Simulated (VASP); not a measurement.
Write the native input for VASP 6.6.1 that does the following.

* Task: single point
* Functional: PBE
* Potentials or basis: VASP PAW PBE potentials, release 64 (Li_sv, Tm_3, Ge_d), 4f in core
* Cutoff: 750 eV
* k mesh: 4 × 4 × 4
* Occupations: gaussian, width 0.2 eV
* Spin: no spin polarisation
* Dipole correction: no
* Further INCAR settings: ALGO = Normal; EDIFF = 1e-06; NBANDS = 26

The structure of Li4TmGe lies in POSCAR:

```
Li4TmGe
1.0
    2.5583109360     -4.8725249794      0.0000000000
    2.5583109360      4.8725249794      0.0000000000
    0.0000000000      0.0000000000      4.2963196224
Li Tm Ge
4 1 1
Direct
    0.6557524426      0.3442475574      0.0000000000
    0.3442475574      0.6557524426      0.0000000000
    0.5000000000      0.0000000000      0.5000000000
    0.0000000000      0.5000000000      0.5000000000
    0.0000000000      0.0000000000      0.0000000000
    0.5000000000      0.5000000000      0.5000000000
```

The cell was generated, and may not be a known phase.

The input as run:

INCAR

```
SYSTEM = Li4TmGe
PREC = Accurate ; ENCUT = 750
EDIFF = 1E-6 ; ISMEAR = 0
SIGMA = 0.2 ; LREAL = .False.
LASPH = .True. ; NELM = 200
ALGO = Normal ; ISIF = 2
LWAVE = .False. ; LCHARG = .False.
GGA = PE ; NBANDS = 26
GGA_COMPAT = .False. ; LMAXMIX = 6
```

KPOINTS

```
regular mesh
0
Gamma
  4 4 4
  0 0 0
```

Potentials or basis: VASP PAW PBE potentials, release 64 (Li_sv, Tm_3, Ge_d), 4f in core.

Launch:

```bash
$ cat potpaw_PBE.64/Li_sv/POTCAR potpaw_PBE.64/Tm_3/POTCAR potpaw_PBE.64/Ge_d/POTCAR > POTCAR
$ mpirun -np 1 vasp_std > vasp.out
```

Results of the run:

```yaml
Pressure: 0.1 GPa
Largest_force: 0.014 eV/Å
Band_gap_on_the_k_mesh: zero (an odd number of electrons rules out a gap without spin polarisation)
```

Caveat: the k points lie up to 0.37 Å⁻¹ apart, too coarse for converged energies and pressures of a metal; spin-orbit coupling is left out, which moves the levels of the heavy elements; the 4f electrons are frozen in the core, so they carry no moment and show no levels.

Run time: 74 s on 1 thread of AMD EPYC 9R45 96-Core Processor (Zen 5) (shared host), peak memory 0.34 GiB.
